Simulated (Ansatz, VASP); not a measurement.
**Si3W2 in VASP and in Ansatz**

```
Si W
1.0
     2.64514   -3.80117    0.00000
     2.64514    3.80117    0.00000
     0.00000    0.00000    4.86434
Si W
3 2
Direct
  0.00000 0.50000 0.50000
  0.50000 0.00000 0.50000
  0.00000 0.00000 0.50000
  0.00000 0.50000 0.00000
  0.50000 0.00000 0.00000
```

Alike in both runs: functional PBE; k mesh 4 × 4 × 4; occupations gaussian, width 0.1 eV; no spin polarisation.

Ansatz relaxed the structure, and its values are those at the end. VASP's run is a single point on that final structure, the one shown.

|  | VASP | Ansatz |
| --- | --- | --- |
| version | VASP 6.6.1 | Ansatz 0.2.0 |
| potentials or method | VASP PAW PBE potentials, release 64 (Si, W_sv), cutoff 520 eV | scalar-relativistic, plane waves, PAW |
| valence electrons in the cell | 40 | 40 |

|  | VASP | Ansatz | Ansatz less VASP |
| --- | --- | --- | --- |
| gap on the k mesh at the Fermi level (eV) | none | none | - |
| pressure (GPa) | 0.2 | 0.1 | -0.03 |

A gap of «none» marks a metal or a gap that the smearing closes. The functional is the same, so the differences come from potentials, cutoffs and numerics.

The k mesh is coarse, so the values compare programs but aren't converged. Spin-orbit coupling is off throughout.
